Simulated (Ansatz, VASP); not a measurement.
**C3N: VASP beside Ansatz**

File INCAR:

```
SYSTEM = C3N
ALGO = Normal
EDIFF = 1E-6
EDIFFG = -0.04
ENCUT = 600
GGA = PE
IBRION = 2
ISIF = 3
ISMEAR = 0
LASPH = .TRUE.
LCHARG = .FALSE.
LREAL = .FALSE.
LWAVE = .FALSE.
NELM = 60
NSW = 90
PREC = Accurate
SIGMA = 0.1
```

The input KPOINTS:

```
k-points
0
G
  8 6 4
  0 0 0
```

Contents of POSCAR:

```
C3N
1.0
    2.4936965430      0.0000000000      0.0000000000
    0.0741796493      3.6872517969      0.0000000000
    0.3397849760      0.5780065634      6.1199205807
C N
6 2
Direct
    0.3711701505      0.7701744986      0.1798142284
    0.9599034677      0.0374298223      0.7274384795
    0.8923355950      0.7256078099      0.8510507739
    0.3792500683      0.4715613089      0.5424827557
    0.3846303316      0.7660015507      0.4064174724
    0.8849484902      0.4303963765      0.6997842732
    0.2562584825      0.0709543551      0.5148333068
    0.8715034142      0.7278742777      0.0781787102
```

Input for Ansatz:

```yaml
crystal:
  lattice:
    - [2.493696543, 0.0, 0.0]
    - [0.0741796493, 3.6872517969, 0.0]
    - [0.339784976, 0.5780065634, 6.1199205807]
  atoms:
    - { symbol: C, position: [0.3711701505, 0.7701744986, 0.1798142284] }
    - { symbol: C, position: [0.9599034677, 0.0374298223, 0.7274384795] }
    - { symbol: C, position: [0.892335595, 0.7256078099, 0.8510507739] }
    - { symbol: C, position: [0.3792500683, 0.4715613089, 0.5424827557] }
    - { symbol: C, position: [0.3846303316, 0.7660015507, 0.4064174724] }
    - { symbol: C, position: [0.8849484902, 0.4303963765, 0.6997842732] }
    - { symbol: "N", position: [0.2562584825, 0.0709543551, 0.5148333068] }
    - { symbol: "N", position: [0.8715034142, 0.7278742777, 0.0781787102] }
basis:
  ecutwfc: 420
kpoints:
  mp_grid: { grid: [8, 6, 4] }
hamiltonian:
  xc: pbe
scf:
  occupations: { method: gaussian, width: 0.1 }
  lower_state_search: "off"
output:
  forces: true
  stress: true
  eigenvalues: true
relax:
  adjacent_minimum: "off"
  f_tol: 0.04
  max_steps: 70
  cell: { stress_tol: 0.4 }
```

Change from the starting cell: the structure that the rattled cell fell into.

Alike in both runs: task relaxation of cell and atoms; functional PBE; k mesh 8 × 6 × 4; occupations gaussian, width 0.1 eV; no spin polarisation.

|  | VASP | Ansatz |
| --- | --- | --- |
| version | VASP 6.6.1 | Ansatz 0.2.0 |
| potentials or method | VASP PAW PBE potentials, release 64 (C, N), cutoff 600 eV | scalar-relativistic, plane waves, PAW |
| valence electrons in the cell | 34 | 34 |

Ansatz gave:

```
gap on the k mesh at the Fermi level, each at its own relaxed structure (eV) : none
relaxed volume (Å³/atom)                                                     : 7.57
relaxed length of the cell vector where the two differ most in proportion (Å)              : 6.363
```

Question: Which values does VASP return?

Answer: gap on the k mesh at the Fermi level, each at its own relaxed structure (eV): none; relaxed volume (Å³/atom): 7.57; relaxed length of the cell vector where the two differ most in proportion (Å): 6.364.

A gap of «none» marks a metal or a gap that the smearing closes.
